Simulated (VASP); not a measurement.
# CrO2 (P4_2/mnm) in VASP: single point with r2SCAN+U

Aim: the single point of CrO2 with r2SCAN+U.

Program: VASP 6.6.1. These are calculated values, not measurements. Logs are shortened: lines on timing, memory, paths and dates and some standing lists are left out, and cuts for length are marked.

**1. The cell of the first run**

It takes space group P4_2/mnm (No. 136, tetragonal). The conventional cell has a = 4.421 Å, b = 4.421 Å, c = 2.917 Å, α = 90.00°, β = 90.00°, γ = 90.00°. Within 2.5 Å of Cr (site symmetry mmm) lie 6 O at 1.88 to 1.92 Å. Within 2.5 Å of O (site symmetry m2m) lie 3 Cr at 1.88 to 1.92 Å and 1 O at 2.49 Å.

**2. Single point, r2SCAN+U, collinear spin, antiferromagnetic start**

POSCAR reads:

```
CrO2
1.0
    4.4210000000      0.0000000000      0.0000000000
    0.0000000000      4.4210000000      0.0000000000
    0.0000000000      0.0000000000      2.9170000000
Cr O
2 4
Direct
    0.0000000000      0.0000000000      0.0000000000
    0.5000000000      0.5000000000      0.5000000000
    0.3010000000      0.3010000000      0.0000000000
    0.1990000000      0.8010000000      0.5000000000
    0.6990000000      0.6990000000      0.0000000000
    0.8010000000      0.1990000000      0.5000000000
```

INCAR.step1 reads:

```
  PREC = Accurate
  ENCUT = 520
  ISMEAR = -1
  SIGMA = 0.02
  LREAL = False
  LASPH = True
  NELM = 150
  ISPIN = 2
  MAGMOM = 3 -3 0 0 0 0
  LMAXMIX = 4
  LDAU = True
  LDAUTYPE = 2
  LDAUL = 2 -1
  LDAUU = 3.7 0
  LDAUJ = 0 0
  NBANDS = 37
  GGA = PE
  ALGO = Normal
  EDIFF = 1E-4
  LWAVE = True
  LCHARG = False
```

INCAR.step2 reads:

```
  PREC = Accurate
  ENCUT = 520
  EDIFF = 1E-7
  ISMEAR = -1
  SIGMA = 0.02
  LREAL = False
  LASPH = True
  NELM = 150
  ALGO = Normal
  ISIF = 2
  LWAVE = False
  LCHARG = False
  ISPIN = 2
  MAGMOM = 3 -3 0 0 0 0
  LORBIT = 11
  LMAXMIX = 4
  LDAU = True
  LDAUTYPE = 2
  LDAUL = 2 -1
  LDAUU = 3.7 0
  LDAUJ = 0 0
  LDAUPRINT = 1
  METAGGA = R2SCAN
  LMIXTAU = True
  NBANDS = 37
  ISTART = 1
```

KPOINTS reads:

```
regular mesh
0
Gamma
  5 5 7
```

Potentials or basis: VASP PAW PBE potentials, release 64 (Cr_pv, O).

Run with:

```
> cat potpaw_PBE.64/Cr_pv/POTCAR potpaw_PBE.64/O/POTCAR > POTCAR
> cp INCAR.step1 INCAR
> mpirun -np 1 vasp_std > vasp.out
> cp INCAR.step2 INCAR
> mpirun -np 1 vasp_std > vasp.out
```

OUTCAR:

```text
PREC = Accurate
   ENCUT = 520
   EDIFF = 1E-7
   ISMEAR = -1
   LREAL = False
   LASPH = True
   NELM = 150
   ISIF = 2
   ISPIN = 2
   LORBIT = 11
   METAGGA = R2SCAN
   ISTART = 1

 ion  position               nearest neighbor table
   1  0.000  0.000  0.000-   3 1.88   5 1.88   4 1.92   6 1.92   4 1.92   6 1.92
   2  0.500  0.500  0.500-   4 1.88   6 1.88   5 1.92   3 1.92   3 1.92   5 1.92
   3  0.301  0.301  0.000-   1 1.88   2 1.92   2 1.92
   4  0.199  0.801  0.500-   2 1.88   1 1.92   1 1.92
   5  0.699  0.699  0.000-   1 1.88   2 1.92   2 1.92
   6  0.801  0.199  0.500-   2 1.88   1 1.92   1 1.92

  LATTYP: Found a simple tetragonal cell.
 ALAT       =     4.4210000000
 C/A-ratio  =     0.6598054739

  Lattice vectors:

 A1 = (   4.4210000000,   0.0000000000,   0.0000000000)
 A2 = (   0.0000000000,   4.4210000000,   0.0000000000)
 A3 = (   0.0000000000,   0.0000000000,   2.9170000000)

Analysis of symmetry for initial positions (statically):
=====================================================================
 Subroutine PRICEL returns:
 Original cell was already a primitive cell.

 Routine SETGRP: Setting up the symmetry group for a
 simple tetragonal supercell.

 Subroutine GETGRP returns: Found 16 space group operations
 (whereof  8 operations were pure point group operations)
 out of a pool of 16 trial point group operations.

The static configuration has the point symmetry D_2h.
 The point group associated with its full space group is D_4h.

Analysis of symmetry for dynamics (positions and initial velocities):
=====================================================================
 Subroutine PRICEL returns:
 Original cell was already a primitive cell.

 Routine SETGRP: Setting up the symmetry group for a
 simple tetragonal supercell.

 Subroutine GETGRP returns: Found 16 space group operations
 (whereof  8 operations were pure point group operations)
 out of a pool of 16 trial point group operations.

The dynamic configuration has the point symmetry D_2h.
 The point group associated with its full space group is D_4h.

Analysis of structural, dynamic, and magnetic symmetry:
=====================================================================
 Subroutine PRICEL returns:
 Original cell was already a primitive cell.

 Routine SETGRP: Setting up the symmetry group for a
 simple tetragonal supercell.

 Subroutine GETGRP returns: Found 16 space group operations
 (whereof  8 operations were pure point group operations)
 out of a pool of 16 trial point group operations.

The overall configuration has the point symmetry D_2h.
 The point group associated with its full space group is D_4h.

 Subroutine INISYM returns: Found 16 space group operations
 (whereof  8 operations are pure point group operations),
 and found     1 'primitive' translations

----------------------------------------------------------------------------------------

                                     Primitive cell

  volume of cell :      57.0135

  direct lattice vectors                    reciprocal lattice vectors
     4.421000000  0.000000000  0.000000000     0.226193169  0.000000000  0.000000000
     0.000000000  4.421000000  0.000000000     0.000000000  0.226193169  0.000000000
     0.000000000  0.000000000  2.917000000     0.000000000  0.000000000  0.342817964

  length of vectors
[... 159 lines left out ...]
  o =  0.3190  v =  0.0000  0.0000  0.0000  0.0000  0.0000 -0.0000 -0.7071  0.0000  0.7071  0.0000      0.0000  0.0000  0.0000  0.0000  0.0000  0.0000  0.0000  0.0000  0.0000  0.0000
  o =  0.3338  v =  0.0000  0.0000  0.0000  0.0000  0.0000 -0.8437  0.0000  0.5368 -0.0000  0.0000      0.0000  0.0000  0.0000  0.0000  0.0000  0.0000  0.0000  0.0000  0.0000  0.0000
  o =  0.3718  v =  0.0000  0.7071 -0.0000 -0.7071  0.0000  0.0000  0.0000  0.0000  0.0000  0.0000      0.0000  0.0000  0.0000  0.0000  0.0000  0.0000  0.0000  0.0000  0.0000  0.0000
  o =  0.4062  v = -0.7702  0.0000  0.6378  0.0000  0.0000  0.0000  0.0000  0.0000  0.0000  0.0000      0.0000  0.0000  0.0000  0.0000  0.0000  0.0000  0.0000  0.0000  0.0000  0.0000
  o =  0.9632  v = -0.6378  0.0000 -0.7702  0.0000 -0.0000  0.0000  0.0000  0.0000  0.0000  0.0000      0.0000  0.0000  0.0000  0.0000  0.0000  0.0000  0.0000  0.0000  0.0000  0.0000
  o =  0.9641  v =  0.0000  0.7071 -0.0000  0.7071  0.0000  0.0000  0.0000  0.0000  0.0000  0.0000      0.0000  0.0000  0.0000  0.0000  0.0000  0.0000  0.0000  0.0000  0.0000  0.0000

atom =   2  type =  1  l = 2

 onsite density matrix

spin component  1

  0.2546  0.0000  0.1245  0.0000 -0.0000
  0.0000  0.1997  0.0000  0.1193  0.0000
  0.1245  0.0000  0.1382  0.0000  0.0000
  0.0000  0.1193  0.0000  0.1997  0.0000
 -0.0000  0.0000  0.0000  0.0000  0.1334

spin component  2

  0.6328  0.0000 -0.2736  0.0000  0.0000
  0.0000  0.6679  0.0000 -0.2962  0.0000
 -0.2736  0.0000  0.7366  0.0000 -0.0000
  0.0000 -0.2962  0.0000  0.6679  0.0000
  0.0000  0.0000 -0.0000  0.0000  0.2627

 occupancies and eigenvectors

  o =  0.0590  v = -0.5368 -0.0000  0.8437  0.0000 -0.0000  0.0000  0.0000  0.0000  0.0000  0.0000      0.0000  0.0000  0.0000  0.0000  0.0000  0.0000  0.0000  0.0000  0.0000  0.0000
  o =  0.0804  v =  0.0000  0.7071  0.0000 -0.7071 -0.0000  0.0000  0.0000  0.0000  0.0000  0.0000      0.0000  0.0000  0.0000  0.0000  0.0000  0.0000  0.0000  0.0000  0.0000  0.0000
  o =  0.1334  v = -0.0000  0.0000  0.0000  0.0000  1.0000  0.0000  0.0000  0.0000  0.0000  0.0000      0.0000  0.0000  0.0000  0.0000  0.0000  0.0000  0.0000  0.0000  0.0000  0.0000
  o =  0.2627  v =  0.0000  0.0000  0.0000  0.0000  0.0000 -0.0000  0.0000 -0.0000  0.0000 -1.0000      0.0000  0.0000  0.0000  0.0000  0.0000  0.0000  0.0000  0.0000  0.0000  0.0000
  o =  0.3190  v =  0.0000 -0.7071  0.0000 -0.7071  0.0000  0.0000  0.0000  0.0000  0.0000  0.0000      0.0000  0.0000  0.0000  0.0000  0.0000  0.0000  0.0000  0.0000  0.0000  0.0000
  o =  0.3338  v = -0.8437 -0.0000 -0.5368  0.0000 -0.0000  0.0000  0.0000  0.0000  0.0000  0.0000      0.0000  0.0000  0.0000  0.0000  0.0000  0.0000  0.0000  0.0000  0.0000  0.0000
  o =  0.3718  v =  0.0000  0.0000  0.0000  0.0000  0.0000  0.0000 -0.7071  0.0000 -0.7071 -0.0000      0.0000  0.0000  0.0000  0.0000  0.0000  0.0000  0.0000  0.0000  0.0000  0.0000
  o =  0.4062  v =  0.0000  0.0000  0.0000  0.0000  0.0000 -0.7702 -0.0000 -0.6378 -0.0000  0.0000      0.0000  0.0000  0.0000  0.0000  0.0000  0.0000  0.0000  0.0000  0.0000  0.0000
  o =  0.9632  v =  0.0000  0.0000  0.0000  0.0000  0.0000 -0.6378 -0.0000  0.7702  0.0000 -0.0000      0.0000  0.0000  0.0000  0.0000  0.0000  0.0000  0.0000  0.0000  0.0000  0.0000
  o =  0.9641  v =  0.0000  0.0000  0.0000  0.0000  0.0000 -0.0000  0.7071  0.0000 -0.7071  0.0000      0.0000  0.0000  0.0000  0.0000  0.0000  0.0000  0.0000  0.0000  0.0000  0.0000

 number of electron      48.0000025 magnetization      -0.0000000

 Free energy of the ion-electron system (eV)
  ---------------------------------------------------
  ext. energy  EPLUGINS =         0.00000000
  ---------------------------------------------------
  free energy    TOTEN  =       -61.05461438 eV

  energy without entropy =      -61.05461309  energy(sigma->0) =      -61.05461373

 E-fermi :   4.9643     XC(G=0): -12.7258

 val. band max:        4.7954935186   @ k =   0.0000   0.0000   0.0000
 cond. band min:       5.2227262525   @ k =   0.0000   0.0000   0.0000
 fundamental gap:      0.4272327339
 Fermi energy:         4.9642983660

 spin component 1

 k-point     1 :       0.0000    0.0000    0.0000
  band No.  band energies     occupation
      1     -41.7658      1.00000
      2     -41.7426      1.00000
      3     -41.5679      1.00000
      4     -39.3028      1.00000
      5     -39.1857      1.00000
      6     -38.2875      1.00000
[... 925 lines left out ...]
     35      17.5988      0.00000
     36      18.0164      0.00000
 Fermi energy:         4.9642983660

 spin component 2

 k-point     1 :       0.0000    0.0000    0.0000
  band No.  band energies     occupation
      1     -41.7658      1.00000
      2     -41.7426      1.00000
      3     -41.5679      1.00000
      4     -39.3028      1.00000
      5     -39.1857      1.00000
      6     -38.2875      1.00000
[... 925 lines left out ...]
     35      17.6939      0.00000
     36      17.9120      0.00000
 [bands above 36 left out]

------------------------ aborting loop because EDIFF is reached ----------------------------------------

  FORCE on cell =-STRESS in cart. coord.  units (eV):
  Direction    XX          YY          ZZ          XY          YZ          ZX
  --------------------------------------------------------------------------------------
  -------------------------------------------------------------------------------------
  Total        1.0909844      1.0909844      3.4342153     -0.0000000      0.0000000      0.0000000
  in kB       30.6585550     30.6585550     96.5074046     -0.0000000      0.0000000      0.0000000
  external PRESSURE =      52.6081715 kB  Pullay stress =       0.0000000 kB

 VOLUME and BASIS-vectors are now :
 -----------------------------------------------------------------------------
  energy-cutoff  :      520.00
  volume of cell :       57.01
      direct lattice vectors                 reciprocal lattice vectors
     4.421000000  0.000000000  0.000000000     0.226193169  0.000000000  0.000000000
     0.000000000  4.421000000  0.000000000     0.000000000  0.226193169  0.000000000
     0.000000000  0.000000000  2.917000000     0.000000000  0.000000000  0.342817964

 POSITION                                       TOTAL-FORCE (eV/Angst)
 -----------------------------------------------------------------------------------
      0.00000      0.00000      0.00000         0.000000     -0.000000      0.000000
      2.21050      2.21050      1.45850         0.000000     -0.000000      0.000000
      1.33072      1.33072      0.00000        -0.185073     -0.185073     -0.000000
      0.87978      3.54122      1.45850         0.185073     -0.185073     -0.000000
      3.09028      3.09028      0.00000         0.185073      0.185073      0.000000
      3.54122      0.87978      1.45850        -0.185073      0.185073      0.000000
 -----------------------------------------------------------------------------------
    total drift:                                0.000000      0.000000      0.000000

  FREE ENERGIE OF THE ION-ELECTRON SYSTEM (eV)
  ---------------------------------------------------
  free  energy   TOTEN  =       -61.0546143791 eV

  energy  without entropy=      -61.0546130861  energy(sigma->0) =      -61.05461373

 total charge

# of ion       s       p       d       tot
------------------------------------------
    1        0.649   6.471   3.858  10.977
    2        0.649   6.471   3.858  10.977
    3        1.575   3.521   0.000   5.096
    4        1.575   3.521   0.000   5.096
    5        1.575   3.521   0.000   5.096
    6        1.575   3.521   0.000   5.096
--------------------------------------------------
tot          7.597  27.028   7.715  42.340

 magnetization (x)

# of ion       s       p       d       tot
------------------------------------------
    1        0.098   0.020   2.040   2.158
    2       -0.098  -0.020  -2.040  -2.158
    3       -0.001  -0.028   0.000  -0.029
    4        0.001   0.028   0.000   0.029
    5       -0.001  -0.028   0.000  -0.029
    6        0.001   0.028   0.000   0.029
--------------------------------------------------
tot          0.000   0.000  -0.000  -0.000
```

It took 7.6 min on 1 thread of Intel Xeon 8259CL, shared host; peak memory 0.22 GiB.

What came out:

```yaml
Free_energy: -61.0546 eV
Pressure: 5.3 GPa
Largest_force: 0.262 eV/Å
Band_gap_on_the_k_mesh: 0.43 eV
Net_moment: 0.00 μB per cell
Site_moments: Cr +2.16, -2.16; O -0.03, +0.03 (each value once) μB
Valence_electrons_inside_the_program's_atomic_spheres: Cr 10.98; O 5.10
```

Forces in eV/Å, atoms in the order of the input:
```
Cr   0.000  0.000  0.000
Cr   0.000  0.000  0.000
O   -0.185 -0.185  0.000
O    0.185 -0.185  0.000
O    0.185  0.185  0.000
O   -0.185  0.185  0.000
```

Eigenvalues of the final occupation matrices:
```
    site  spin  trace               eigenvalues
site 1 d     1   2.97  0.26 0.37 0.41 0.96 0.96
site 1 d     2   0.93  0.06 0.08 0.13 0.32 0.33
site 2 d     1   0.93  0.06 0.08 0.13 0.32 0.33
site 2 d     2   2.97  0.26 0.37 0.41 0.96 0.96
```

Caveat: the stress differs along the axes, from 3 to 10 GPa; semilocal functionals underestimate gaps, and a narrow one can read as zero; the PAW data sets were made with another functional, which shifts forces and pressure a little. The state reached can hang on the start; a lower one may exist.
